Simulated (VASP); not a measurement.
# Ga2O3 (R-3c) in VASP: a series of runs, part 2 of 2

VASP 6.6.1. Earlier steps stand in the parts before.

## 4. Single point, r2SCAN (uniaxial z strain +1.0%)

The input, POSCAR:

```
Ga2O3
1.0
    2.4922617722      1.4389080051      4.5254452807
   -2.4922617722      1.4389080051      4.5254452807
    0.0000000000     -2.8778160102      4.5254452807
Ga O
4 6
Direct
    0.8550378449      0.8550378449      0.8550378449
    0.6449621551      0.6449621551      0.6449621551
    0.1449621551      0.1449621551      0.1449621551
    0.3550378449      0.3550378449      0.3550378449
    0.7500000000      0.4462220864      0.0537779136
    0.4462220864      0.0537779136      0.7500000000
    0.0537779136      0.7500000000      0.4462220864
    0.2500000000      0.5537779136      0.9462220864
    0.9462220864      0.2500000000      0.5537779136
    0.5537779136      0.9462220864      0.2500000000
```

The input, INCAR.step1:

```
PREC = Accurate
ENCUT = 520
ISMEAR = 0
SIGMA = 0.01
LREAL = F
LASPH = T
NELM = 100
NBANDS = 55
GGA = PE
ALGO = Normal
EDIFF = 1E-4
LWAVE = T
LCHARG = F
```

The input, INCAR.step2:

```
PREC = Accurate
ENCUT = 520
EDIFF = 1E-6
ISMEAR = 0
SIGMA = 0.01
LREAL = F
LASPH = T
NELM = 100
ALGO = Normal
ISIF = 2
LWAVE = F
LCHARG = T
METAGGA = R2SCAN
LMIXTAU = T
LELF = T
LVHAR = T
NBANDS = 55
ISTART = 1
```

The input, KPOINTS:

```
Automatic mesh
0
Gamma
  6 6 6
```

Command:

```
> cat potpaw_PBE.64/Ga_d/POTCAR potpaw_PBE.64/O/POTCAR > POTCAR
> cp INCAR.step1 INCAR
> mpirun -np 1 vasp_std > vasp.out
> cp INCAR.step2 INCAR
> mpirun -np 1 vasp_std > vasp.out
```

Run time: 6.6 min. Hardware: 1 thread of Intel Xeon 6975P-C (Granite Rapids), shared host; peak memory 0.33 GiB.

It converged, with:

- Free energy: -102.3276 eV
- Pressure: -0.3 GPa
- Largest force: 0.038 eV/Å
- Band gap on the k mesh: 3.44 eV (least direct gap 3.68 eV)

Forces on the atoms (eV/Å):
```
Ga   0.000  0.000 -0.036
Ga   0.000  0.000  0.036
Ga   0.000  0.000  0.036
Ga   0.000  0.000 -0.036
O   -0.019  0.033  0.000
O    0.038  0.000  0.000
O   -0.019 -0.033  0.000
O    0.019 -0.033  0.000
O    0.019  0.033  0.000
O   -0.038  0.000  0.000
```

Stress tensor (GPa, compression positive):
```
 0.73  0.00  0.00
 0.00  0.73  0.00
 0.00  0.00 -2.30
```

Levels at points of the mesh, in eV from the valence-band top:
| k point | band 40 | band 41 | band 42 | band 43 | band 44 | band 45 | band 46 | band 47 | band 48 | band 49 |
| --- | --- | --- | --- | --- | --- | --- | --- | --- | --- | --- |
| (0.00, 0.00, 0.00) | -0.37 | -0.28 | -0.28 | -0.24 | -0.24 | 3.44 | 7.38 | 7.64 | 9.77 | 10.91 |
| (0.50, 0.00, 0.00) | -1.19 | -1.00 | -1.00 | -0.17 | -0.17 | 7.09 | 7.09 | 7.47 | 7.47 | 10.75 |
| (0.50, 0.50, 0.00) | -1.00 | -0.85 | -0.72 | -0.27 | -0.15 | 7.24 | 7.45 | 8.39 | 8.47 | 9.54 |
| (0.50, 0.50, 0.50) | -1.50 | -0.27 | -0.27 | -0.27 | -0.27 | 6.55 | 6.55 | 8.60 | 8.60 | 10.34 |

Caveat: the cell differs from its parent crystal (uniaxial z strain +1.0%); the PAW data sets were made with another functional, which shifts forces and pressure a little. A k mesh can miss the band edges.

## 5. Single point, r2SCAN (uniaxial z strain +2.0%)

The input, POSCAR:

```
Ga2O3
1.0
    2.4922617722      1.4389080051      4.5702516696
   -2.4922617722      1.4389080051      4.5702516696
    0.0000000000     -2.8778160102      4.5702516696
Ga O
4 6
Direct
    0.8547071878      0.8547071878      0.8547071878
    0.6452928122      0.6452928122      0.6452928122
    0.1452928122      0.1452928122      0.1452928122
    0.3547071878      0.3547071878      0.3547071878
    0.7500000000      0.4460659207      0.0539340793
    0.4460659207      0.0539340793      0.7500000000
    0.0539340793      0.7500000000      0.4460659207
    0.2500000000      0.5539340793      0.9460659207
    0.9460659207      0.2500000000      0.5539340793
    0.5539340793      0.9460659207      0.2500000000
```

The input, INCAR.step1:

```
PREC     = Accurate       # precision mode
ENCUT    = 520            # plane-wave cutoff, eV
ISMEAR   = 0              # smearing method
SIGMA    = 0.01           # smearing width, eV
LREAL    = False          # projectors in reciprocal space
LASPH    = True           # aspherical terms in the spheres
NELM     = 60             # most SCF steps
NBANDS   = 55             # bands
GGA      = PE             # functional
ALGO     = Normal         # electronic algorithm
EDIFF    = 1E-4           # SCF threshold, eV
LWAVE    = True           # write WAVECAR
LCHARG   = False          # write CHGCAR
```

The input, INCAR.step2:

```
PREC     = Accurate       # precision mode
ENCUT    = 520            # plane-wave cutoff, eV
EDIFF    = 1E-6           # SCF threshold, eV
ISMEAR   = 0              # smearing method
SIGMA    = 0.01           # smearing width, eV
LREAL    = False          # projectors in reciprocal space
LASPH    = True           # aspherical terms in the spheres
NELM     = 60             # most SCF steps
ALGO     = Normal         # electronic algorithm
ISIF     = 2              # what is computed and relaxed
LWAVE    = False          # write WAVECAR
LCHARG   = False          # write CHGCAR
METAGGA  = R2SCAN         # meta-GGA
LMIXTAU  = True         
NBANDS   = 55             # bands
ISTART   = 1
```

The input, KPOINTS:

```
regular mesh
0
Gamma
  6 6 6
```

Command:

```
> cat potpaw_PBE.64/Ga_d/POTCAR potpaw_PBE.64/O/POTCAR > POTCAR
> cp INCAR.step1 INCAR
> mpirun -np 1 vasp_std > vasp.out
> cp INCAR.step2 INCAR
> mpirun -np 1 vasp_std > vasp.out
```

Run time: 6.4 min. Hardware: 1 thread of Intel Xeon 6975P-C (Granite Rapids), shared host; peak memory 0.33 GiB.

Results (log left out):

- Free energy: -102.3042 eV
- Pressure: -2.4 GPa
- Largest force: 0.050 eV/Å
- Band gap on the k mesh: 3.33 eV (least direct gap 3.56 eV)

Forces on the atoms (eV/Å):
```
Ga   0.000  0.000 -0.050
Ga   0.000  0.000  0.050
Ga   0.000  0.000  0.050
Ga   0.000  0.000 -0.050
O   -0.019  0.033  0.000
O    0.038  0.000  0.000
O   -0.019 -0.033  0.000
O    0.019 -0.033  0.000
O    0.019  0.033  0.000
O   -0.038  0.000  0.000
```

Stress tensor (GPa, compression positive):
```
-0.57  0.00  0.00
 0.00 -0.57  0.00
 0.00  0.00 -5.92
```

Levels at points of the mesh, in eV from the valence-band top:
| k point | band 42 | band 43 | band 44 | band 45 | band 46 | band 47 |
| --- | --- | --- | --- | --- | --- | --- |
| (0.00, 0.00, 0.00) | -0.25 | -0.23 | -0.23 | 3.33 | 7.25 | 7.63 |
| (0.50, 0.00, 0.00) | -0.99 | -0.19 | -0.19 | 6.95 | 6.95 | 7.39 |
| (0.50, 0.50, 0.00) | -0.74 | -0.29 | -0.16 | 7.11 | 7.33 | 8.33 |
| (0.50, 0.50, 0.50) | -0.25 | -0.25 | -0.25 | 6.45 | 6.45 | 8.47 |

Caveat: the cell differs from its parent crystal (uniaxial z strain +2.0%); the PAW data sets were made with another functional, which shifts forces and pressure a little. A k mesh can miss the band edges.

## 6. The runs side by side

| cell | gap on the mesh (eV) | pressure (GPa) | largest force (eV/Å) |
| --- | --- | --- | --- |
| a = 5.439 Å, angles 54.5°, 10 atoms, atomic positions A | 3.22 | -4.3 | 0.06 |
| a = 5.288 Å, angles 56.2°, 10 atoms, atomic positions B | 3.64 | 4.2 | 0.04 |
| a = 5.363 Å, angles 55.4°, 10 atoms, atomic positions C | 3.44 | -0.3 | 0.04 |
| a = 5.401 Å, angles 55.0°, 10 atoms, atomic positions A | 3.33 | -2.4 | 0.05 |

Alike in all rows: task single point; level r2SCAN; potentials or basis VASP PAW PBE potentials, release 64 (Ga_d, O); no spin polarisation; k mesh 6 × 6 × 6; cutoff (eV) 520; smearing gaussian 0.01 eV.

Caveats: the PAW data sets were made with another functional, which shifts forces and pressure a little; the cell stands under tension (at least some runs); the cell stands under pressure (at least some runs).

Absolute energies hang on the potentials; compare differences alone.
